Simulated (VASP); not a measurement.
# Au (Pm-3m) in VASP: a series of runs

The runs below take Au through single point, relaxation of cell and atoms, with PBE.

Everything below comes from runs of VASP 6.6.1. Logs are shortened: lines on timing, memory, paths and dates and some standing lists are left out, and cuts for length are marked.

### Step 1. The cell of the first run

Symmetry: Pm-3m, No. 221, cubic system. The conventional cell has a = 2.748 Å, b = 2.748 Å, c = 2.748 Å, α = 90.00°, β = 90.00°, γ = 90.00°. Within 3.6 Å of Au (site symmetry m-3m) lie 6 Au at 2.75 Å.

### Step 2. Single point, PBE

INCAR reads:

```
SYSTEM = Au
ALGO = Normal
EDIFF = 1E-6
ENCUT = 520
GGA = PE
ISIF = 2
ISMEAR = -1
LASPH = .True.
LCHARG = .False.
LREAL = .False.
LWAVE = .False.
NBANDS = 12
NELM = 80
PREC = Accurate
SIGMA = 0.1
```

KPOINTS reads:

```
k-points
0
Gamma
  14 14 14
  0 0 0
```

POSCAR reads:

```
Au
1.0
    2.7478327670      0.0000000000      0.0000000000
    0.0000000000      2.7478327670      0.0000000000
    0.0000000000      0.0000000000      2.7478327670
Au
1
Direct
    0.0000000000      0.0000000000      0.0000000000
```

Potentials or basis: VASP PAW PBE potentials, release 64 (Au).

Started as:

```sh
$ cat potpaw_PBE.64/Au/POTCAR > POTCAR
$ mpirun -np 1 vasp_std > vasp.out
```

OUTCAR:

```text
SYSTEM = Au
   EDIFF = 1E-6
   ENCUT = 520
   GGA = PE
   ISIF = 2
   ISMEAR = -1
   LASPH = .True.
   LREAL = .False.
   NELM = 80
   PREC = Accurate

 ion  position               nearest neighbor table
   1  0.000  0.000  0.000-

  LATTYP: Found a simple cubic cell.
 ALAT       =     2.7478327670

  Lattice vectors:

 A1 = (   2.7478327670,   0.0000000000,   0.0000000000)
 A2 = (   0.0000000000,   2.7478327670,   0.0000000000)
 A3 = (   0.0000000000,   0.0000000000,   2.7478327670)

Analysis of symmetry for initial positions (statically):
=====================================================================
 Subroutine PRICEL returns:
 Original cell was already a primitive cell.

 Routine SETGRP: Setting up the symmetry group for a
 simple cubic supercell.

 Subroutine GETGRP returns: Found 48 space group operations
 (whereof 48 operations were pure point group operations)
 out of a pool of 48 trial point group operations.

The static configuration has the point symmetry O_h .

Analysis of symmetry for dynamics (positions and initial velocities):
=====================================================================
 Subroutine PRICEL returns:
 Original cell was already a primitive cell.

 Routine SETGRP: Setting up the symmetry group for a
 simple cubic supercell.

 Subroutine GETGRP returns: Found 48 space group operations
 (whereof 48 operations were pure point group operations)
 out of a pool of 48 trial point group operations.

The dynamic configuration has the point symmetry O_h .

 Subroutine INISYM returns: Found 48 space group operations
 (whereof 48 operations are pure point group operations),
 and found     1 'primitive' translations

----------------------------------------------------------------------------------------

                                     Primitive cell

  volume of cell :      20.7477

  direct lattice vectors                    reciprocal lattice vectors
     2.747832767  0.000000000  0.000000000     0.363923166  0.000000000  0.000000000
     0.000000000  2.747832767  0.000000000     0.000000000  0.363923166  0.000000000
     0.000000000  0.000000000  2.747832767     0.000000000  0.000000000  0.363923166

  length of vectors
     2.747832767  2.747832767  2.747832767     0.363923166  0.363923166  0.363923166

  position of ions in fractional coordinates (direct lattice)
     0.000000000  0.000000000  0.000000000

  ion indices of the primitive-cell ions
   primitive index   ion index
                 1           1

----------------------------------------------------------------------------------------

 KPOINTS: k-points

Automatic generation of k-mesh.
 Grid dimensions read from file:
 generate k-points for:   14   14   14

 Generating k-lattice:

  Cartesian coordinates                     Fractional coordinates (reciprocal lattice)
     0.025994512  0.000000000  0.000000000     0.071428571  0.000000000  0.000000000
     0.000000000  0.025994512  0.000000000     0.000000000  0.071428571  0.000000000
     0.000000000  0.000000000  0.025994512     0.000000000  0.000000000  0.071428571

  Length of vectors
     0.025994512  0.025994512  0.025994512

  Shift w.r.t. Gamma in fractional coordinates (k-lattice)
     0.000000000  0.000000000  0.000000000

 Subroutine IBZKPT returns following result:
 ===========================================

 Found    120 irreducible k-points:

 Following reciprocal coordinates:
            Coordinates               Weight
  0.000000  0.000000  0.000000      1.000000
  0.071429  0.000000  0.000000      6.000000
  0.142857  0.000000  0.000000      6.000000
  0.214286  0.000000  0.000000      6.000000
  0.285714  0.000000  0.000000      6.000000
  0.357143  0.000000  0.000000      6.000000
[... 16 lines left out ...]
  0.285714  0.214286  0.000000     24.000000
  0.357143  0.214286  0.000000     24.000000
 [... further k-points ...]
   k-points           NKPTS =    120   k-points in BZ     NKDIM =    120   number of bands    NBANDS=     12
   number of dos      NEDOS =    301   number of ions     NIONS =      1
   total plane-waves  NPLWV =   8000
   dimension x,y,z NGX =    20 NGY =   20 NGZ =   20
   dimension x,y,z NGXF=    40 NGYF=   40 NGZF=   40
   ions per type =               1
   NGX,Y,Z   is equivalent  to a cutoff of  12.10, 12.10, 12.10 a.u.
   NGXF,Y,Z  is equivalent  to a cutoff of  24.20, 24.20, 24.20 a.u.
 SYSTEM =  Au
   PREC   = accura    normal or accurate (medium, high low for compatibility)
   ISTART =      0    job   : 0-new  1-cont  2-samecut
   ICHARG =      2    charge: 1-file 2-atom 10-const
   ISPIN  =      1    spin polarized calculation?
   LNONCOLLINEAR =      F non collinear calculations
   LSORBIT =      F    spin-orbit coupling
   LASPH  =      T    aspherical Exc in radial PAW
   ENCUT  =  520.0 eV  38.22 Ry    6.18 a.u.   5.11  5.11  5.11*2*pi/ulx,y,z
   NELM   =     80;   NELMIN=  2; NELMDL= -5     # of ELM steps
   EDIFF  = 0.1E-05   stopping-criterion for ELM
   LREAL  =      F    real-space projection
   EDIFFG = 0.1E-04   stopping-criterion for IOM
   NSW    =      0    number of steps for IOM
   IBRION =     -1    ionic relax: 0-MD 1-quasi-New 2-CG
   NFREE  =      0    steps in history (QN), initial steepest desc. (CG)
   ISIF   =      2    stress and relaxation
   ISYM   =      2    0-nonsym 1-usesym 2-fastsym
   POTIM  = 0.5000    time-step for ionic-motion
   TEBEG  =    0.0;   TEEND  =   0.0 temperature during run
   PSTRESS=    0.0 pullay stress
   NELECT =      11.0000    total number of electrons
   NUPDOWN=      -1.0000    fix difference up-down
   EMIN   =  10.00;   EMAX   =-10.00  energy-range for DOS
   EFERMI =   0.00;   METHOD = LEGACY
   ISMEAR =    -1;   SIGMA  =   0.10  broadening in eV -4-tet -1-fermi 0-gaus
   EFERMI_NEDOS =   21; number of points for ismear=-14 and -15
   IALGO  =     38    algorithm
   IMIX   =      4    mixing-type and parameters
     AMIX     =   0.40;   BMIX     =  1.00
     AMIX_MAG =   1.60;   BMIX_MAG =  1.00
  volume/ion in A,a.u.               =      20.75       140.01
  Fermi-wavevector in a.u.,A,eV,Ry     =   1.324999  2.503884 23.886679  1.755621
  Thomas-Fermi vector in A             =   2.454492
   LORBIT       =      0    0 simple, 1 ext, 2 COOP (PROOUT), +10 PAW based schemes
   GGA     = PE    functional components
   LHFCALC =     F    Hartree Fock is set to
   AEXX    =    0.0000 exact exchange contribution
   IVDW    =     0    specifies the selected vdW correction
   LEPSILON=     F    determine dielectric tensor
   LRPA    =     F    only Hartree local field effects (RPA)
 non-spin polarized calculation
  energy-cutoff  :      520.00
  volume of cell :       20.75
 maximum number of plane-waves:       587
   NGX = 11   NGY = 11   NGZ = 11

 number of electron      10.9999996 magnetization

 Free energy of the ion-electron system (eV)
  ---------------------------------------------------
  ext. energy  EPLUGINS =         0.00000000
  ---------------------------------------------------
  free energy    TOTEN  =        -3.02752820 eV

  energy without entropy =       -3.01721649  energy(sigma->0) =       -3.02237234

 E-fermi :   6.2494     XC(G=0): -11.4287

 val. band max:        6.1781843273   @ k =   0.5000   0.0714   0.0000
 cond. band min:       6.2696931610   @ k =   0.4286   0.2143   0.0000
 fundamental gap:      0.0915088337
 Fermi energy:         6.2494365793

 k-point     1 :       0.0000    0.0000    0.0000
  band No.  band energies     occupation
      1      -1.4722      2.00000
      2       0.6699      2.00000
      3       0.6699      2.00000
      4       4.8324      2.00000
      5       4.8324      2.00000
      6       4.8324      2.00000
      7      20.1218      0.00000
      8      20.1218      0.00000
      9      20.1218      0.00000
     10      24.9325      0.00000
     11      27.3656      0.00000
     12      27.3656      0.00000

 k-point     2 :       0.0714    0.0000    0.0000
  band No.  band energies     occupation
      1      -1.3485      2.00000
      2       0.6886      2.00000
      3       0.7663      2.00000
      4       4.7511      2.00000
      5       4.7511      2.00000
      6       4.8390      2.00000
      7      19.1031      0.00000
      8      20.3242      0.00000
      9      20.3242      0.00000
     10      25.4871      0.00000
     11      26.9564      0.00000
     12      27.9896      0.00000

 k-point     3 :       0.1429    0.0000    0.0000
  band No.  band energies     occupation
      1      -1.0091      2.00000
      2       0.7412      2.00000
      3       1.0726      2.00000
      4       4.5306      2.00000
      5       4.5306      2.00000
      6       4.8574      2.00000
      7      17.1358      0.00000
      8      20.9003      0.00000
      9      20.9003      0.00000
     10      25.9120      0.00000
     11      26.0195      0.00000
     12      29.9772      0.00000
[... 286 lines left out ...]
 k-point    23 :       0.2857    0.2143    0.0000
  band No.  band energies     occupation
      1       0.6201      2.00000
      2       1.7585      2.00000
      3       2.4981      2.00000
      4       3.7378      2.00000
      5       3.9923      2.00000
      6       4.3529      2.00000
      7      14.1580      0.00000
      8      17.2119      0.00000
      9      24.2140      0.00000
     10      24.6010      0.00000
     11      27.0997      0.00000
     12      30.7309      0.00000

 k-point    24 :       0.3571    0.2143    0.0000
  band No.  band energies     occupation
      1       0.8543      2.00000
      2       1.8785      2.00000
      3       2.5544      2.00000
      4       3.7380      2.00000
      5       4.3866      2.00000
      6       4.7373      2.00000
      7      12.0765      0.00000
      8      18.1959      0.00000
      9      23.2655      0.00000
     10      25.6985      0.00000
     11      25.8023      0.00000
     12      30.7329      0.00000

 [... further k-points ...]

------------------------ aborting loop because EDIFF is reached ----------------------------------------

  FORCE on cell =-STRESS in cart. coord.  units (eV):
  Direction    XX          YY          ZZ          XY          YZ          ZX
  --------------------------------------------------------------------------------------
  -------------------------------------------------------------------------------------
  Total       -0.0261896     -0.0261896     -0.0261896      0.0000000      0.0000000      0.0000000
  in kB       -2.0224089     -2.0224089     -2.0224089      0.0000000      0.0000000      0.0000000
  external PRESSURE =      -2.0224089 kB  Pullay stress =       0.0000000 kB

 VOLUME and BASIS-vectors are now :
 -----------------------------------------------------------------------------
  energy-cutoff  :      520.00
  volume of cell :       20.75
      direct lattice vectors                 reciprocal lattice vectors
     2.747832767  0.000000000  0.000000000     0.363923166  0.000000000  0.000000000
     0.000000000  2.747832767  0.000000000     0.000000000  0.363923166  0.000000000
     0.000000000  0.000000000  2.747832767     0.000000000  0.000000000  0.363923166

 POSITION                                       TOTAL-FORCE (eV/Angst)
 -----------------------------------------------------------------------------------
      0.00000      0.00000      0.00000         0.000000      0.000000      0.000000
 -----------------------------------------------------------------------------------
    total drift:                                0.000000      0.000000      0.000000

  FREE ENERGIE OF THE ION-ELECTRON SYSTEM (eV)
  ---------------------------------------------------
  free  energy   TOTEN  =        -3.0275281974 eV

  energy  without entropy=       -3.0172164898  energy(sigma->0) =       -3.02237234
```

Wall time 15 s (1 thread of Intel Xeon Platinum 8488C (Sapphire Rapids), shared host); peak memory 0.14 GiB.

Results:

```yaml
Free_energy: -3.0275 eV
Pressure: -0.2 GPa
```

Levels at points of the mesh, in eV from the Fermi level:
| k point | band 1 | band 2 | band 3 | band 4 | band 5 | band 6 | band 7 | band 8 | band 9 | band 10 |
| --- | --- | --- | --- | --- | --- | --- | --- | --- | --- | --- |
| (0.00, 0.00, 0.00) | -7.72 | -5.58 | -5.58 | -1.42 | -1.42 | -1.42 | 13.87 | 13.87 | 13.87 | 18.68 |
| (0.50, 0.00, 0.00) | -5.66 | -5.19 | -2.84 | -2.84 | -1.28 | -0.39 | 2.07 | 16.36 | 18.46 | 18.98 |
| (0.50, 0.50, 0.00) | -5.51 | -4.85 | -2.59 | -2.59 | -0.28 | 3.88 | 3.88 | 6.41 | 11.48 | 20.52 |
| (0.50, 0.50, 0.50) | -4.85 | -4.85 | -4.85 | -0.19 | -0.19 | 8.44 | 8.44 | 8.44 | 10.20 | 12.15 |

Caveat: spin-orbit coupling is left out, which moves the levels of the heavy elements.

### Step 3. Relaxation of cell and atoms, PBE

This run uses another cell than the first one, of 19.39 Å³/atom, 0.935 times its volume.

INCAR reads:

```
SYSTEM = Au
  PREC = Accurate
  ENCUT = 500
  EDIFF = 1E-7
  ISMEAR = -1
  SIGMA = 0.1
  LREAL = .False.
  LASPH = .True.
  NELM = 120
  ALGO = Normal
  ISIF = 3
  LWAVE = .False.
  LCHARG = .False.
  GGA = PE
  IBRION = 2
  NSW = 60
  EDIFFG = -0.005
  GGA_COMPAT = .False.
  NELMIN = 4
```

KPOINTS reads:

```
Automatic mesh
0
Gamma
  14 14 14
  0 0 0
```

POSCAR reads:

```
Au
1.0
    2.6865005189      0.0000000000      0.0000000000
    0.0000000000      2.6865005189      0.0000000000
    0.0000000000      0.0000000000      2.6865005189
Au
1
Direct
    0.0000000000      0.0000000000      0.0000000000
```

Potentials or basis: VASP PAW PBE potentials, release 64 (Au).

Started as:

```sh
$ cat potpaw_PBE.64/Au/POTCAR > POTCAR
$ mpirun -np 1 vasp_std > vasp.out
```

Run time: 66 s. Hardware: 1 thread of Intel Xeon 6975P-C, shared host; peak memory 0.14 GiB.

The run converged. Its results:

```yaml
Free_energy: -3.0268 eV
Relaxed_volume: 20.71 Å³/atom
Relaxed_cell: a = 2.746 Å, b = 2.746 Å, c = 2.746 Å, α = 90.00°, β = 90.00°, γ = 90.00°
Space_group_after_relaxing_to_0.05_Å: Pm-3m (No. 221)
Energy_gained_by_relaxing: 32.1 meV/atom
Ionic_steps: 15
Pressure_after_relaxing: 0.0 GPa
```

Step by step:
```
step  energy change (eV)  largest force (eV/Å)  pressure (GPa)  volume (Å³)
   1              0.0000                0.0000            8.35        19.39
   2              0.0040                0.0000           -6.43        22.36
   3             -0.0321                0.0000           -0.09        20.73
   4             -0.0321                0.0000            0.04        20.71
   5             -0.0321                0.0000            0.04        20.71
   6             -0.0321                0.0000            0.04        20.71
   7             -0.0321                0.0000            0.04        20.71
   8             -0.0321                0.0000            0.04        20.71
   9             -0.0321                0.0000            0.04        20.71
  10             -0.0321                0.0000            0.04        20.71
  11             -0.0321                0.0000            0.04        20.71
  12             -0.0321                0.0000            0.04        20.71
  13             -0.0321                0.0000            0.04        20.71
  14             -0.0321                0.0000            0.04        20.71
  15             -0.0321                0.0000            0.04        20.71
```

Final structure:
```yaml
crystal:
  lattice:
    - [2.74610, 0.00000, 0.00000]
    - [0.00000, 2.74610, 0.00000]
    - [0.00000, 0.00000, 2.74610]
  atoms:
    - { symbol: Au, position: [0.00000, 0.00000, 0.00000] }
```

Levels at points of the mesh, in eV from the Fermi level:
```
           k point  band 1  band 2  band 3  band 4  band 5  band 6  band 7  band 8  band 9
(0.00, 0.00, 0.00)   -7.74   -5.59   -5.59   -1.42   -1.42   -1.42   13.88   13.88   13.88
(0.50, 0.00, 0.00)   -5.67   -5.20   -2.84   -2.84   -1.28   -0.40    2.08   16.37   18.47
(0.50, 0.50, 0.00)   -5.53   -4.85   -2.59   -2.59   -0.27    3.88    3.88    6.42   11.49
(0.50, 0.50, 0.50)   -4.86   -4.86   -4.86   -0.18   -0.18    8.45    8.45    8.45   10.20
```

Caveat: spin-orbit coupling is left out, which moves the levels of the heavy elements.
